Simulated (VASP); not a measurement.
Here is a VASP 6.6.1 calculation.

The input INCAR:

```
SYSTEM = MnCoC4N4
PREC     = Accurate       ! precision mode
ENCUT    = 600            ! plane-wave cutoff, eV
EDIFF    = 1E-6           ! SCF threshold, eV
ISMEAR   = 0              ! smearing method
SIGMA    = 0.1            ! smearing width, eV
LREAL    = .FALSE.        ! projectors in reciprocal space
LASPH    = .TRUE.         ! aspherical terms in the spheres
NELM     = 200            ! most SCF steps
ALGO     = Normal         ! electronic algorithm
ISIF     = 2              ! what is computed and relaxed
LWAVE    = .FALSE.        ! write WAVECAR
LCHARG   = .TRUE.         ! write CHGCAR
ISPIN    = 2              ! spin polarisation
MAGMOM   = 4 3 0 0 0 0 0 0 0 0 ! initial moments
LORBIT   = 11             ! projections on sites
LMAXMIX  = 4              ! l up to which the mixer works
GGA      = PE             ! functional
LELF     = .TRUE.         ! ELF
LVHAR    = .TRUE.       
NBANDS   = 44             ! bands
GGA_COMPAT= .FALSE.
```

File KPOINTS:

```
Automatic mesh
0
G
  4 4 4
  0 0 0
```

File POSCAR:

```
MnCoC4N4
1.0
    5.9655677449      0.0000000000      0.0000000000
    0.0000000000      5.9655677449      0.0000000000
    0.0000000000      0.0000000000      5.9655677449
Mn Co C N
1 1 4 4
Direct
    0.0000000000      0.0000000000      0.0000000000
    0.5000000000      0.5000000000      0.5000000000
    0.2009979522      0.2009979522      0.2009979522
    0.2009979522      0.7990020478      0.7990020478
    0.7990020478      0.2009979522      0.7990020478
    0.7990020478      0.7990020478      0.2009979522
    0.3141589387      0.3141589387      0.3141589387
    0.3141589387      0.6858410613      0.6858410613
    0.6858410613      0.3141589387      0.6858410613
    0.6858410613      0.6858410613      0.3141589387
```

Potentials or basis: VASP PAW PBE potentials, release 64 (Mn_pv, Co, C, N).

Launch:

```sh
$ cat potpaw_PBE.64/Mn_pv/POTCAR potpaw_PBE.64/Co/POTCAR potpaw_PBE.64/C/POTCAR potpaw_PBE.64/N/POTCAR > POTCAR
$ mpirun -np 1 vasp_std > vasp.out
```

Estimate the net moment.

4.76 μB per cell.

Predict the site moments.

Mn +3.96; Co +0.16; C -0.03; N +0.06 μB.

Predict the pressure.

-1.1 GPa.

Forces in eV/Å, atoms in the order of the input:
```
Mn   0.000  0.000  0.000
Co   0.000  0.000  0.000
C   -0.602 -0.602 -0.602
C   -0.602  0.602  0.602
C    0.602 -0.602  0.602
C    0.602  0.602 -0.602
N    0.810  0.810  0.810
N    0.810 -0.810 -0.810
N   -0.810  0.810 -0.810
N   -0.810 -0.810  0.810
```

Caveat: only a ferromagnetic start was run, and an antiferromagnetic order may lie lower in energy; forces of over 1 eV/Å act on the atoms, so gaps and moduli don't describe the material at rest.
